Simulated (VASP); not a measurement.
Write the native input for VASP 6.6.1 that does the following.

```
Task                   : relaxation of cell and atoms
Functional             : BLYP
Dispersion             : D3(BJ)
Potentials or basis    : VASP PAW PBE potentials, release 64 (Ti_sv, H)
Cutoff                 : 600 eV
k mesh                 : 11 × 11 × 11
Occupations            : fermi-dirac, width 0.05 eV
Spin                   : no spin polarisation
Dipole correction      : no
Further INCAR settings : ALGO = Normal; EDIFF = 1e-06; IBRION = 2; EDIFFG = -0.01; NSW = 80; ISIF = 3
```

The structure of TiH lies in POSCAR:

```
TiH
1.0
    0.0000000000      2.0896970000      2.0896970000
    2.0896970000      0.0000000000      2.0896970000
    2.0896970000      2.0896970000      0.0000000000
Ti H
1 1
Direct
    0.0000000000      0.0000000000      0.0000000000
    0.5000000000      0.5000000000      0.5000000000
```

These files were run (other wordings do the same):

INCAR

```
PREC = Accurate ; ENCUT = 600
EDIFF = 1E-6 ; ISMEAR = -1
SIGMA = 0.05 ; LREAL = False
LASPH = True ; NELM = 60
ALGO = Normal ; ISIF = 3
LWAVE = False ; LCHARG = False
GGA = B5 ; ALDAX = 1.0
AGGAX = 1.0 ; AGGAC = 1.0
ALDAC = 0.0 ; IVDW = 12
VDW_S6 = 1.0 ; VDW_S8 = 2.6996
VDW_A1 = 0.4298 ; VDW_A2 = 4.2359
IBRION = 2 ; NSW = 80
EDIFFG = -0.01
```

KPOINTS

```
Automatic mesh
0
Gamma
  11 11 11
```

Potentials or basis: VASP PAW PBE potentials, release 64 (Ti_sv, H).

The run is started by

```console
$ cat potpaw_PBE.64/Ti_sv/POTCAR potpaw_PBE.64/H/POTCAR > POTCAR
$ mpirun -np 1 vasp_std > vasp.out
```

Results of the run:

```json
{"Relaxed volume": "8.41 Å³/atom", "Relaxed cell": "a = 2.875 Å, b = 2.875 Å, c = 2.875 Å, α = 60.00°, β = 60.00°, γ = 60.00°", "Space group after relaxing (to 0.05 Å)": "Fm-3m (No. 225)", "Energy gained by relaxing": "26.5 meV/atom", "Ionic steps": "3", "Pressure after relaxing": "0.0 GPa", "Dispersion energy per atom": "-0.944 eV"}
```

Caveat: the PAW data sets were made with another functional, which shifts forces and pressure a little; pairwise dispersion overbinds metals, which lowers pressure and volume.

It took 22 s on 1 thread of Intel(R) Xeon(R) 6975P-C (Granite Rapids) (shared host), peak memory 0.16 GiB.
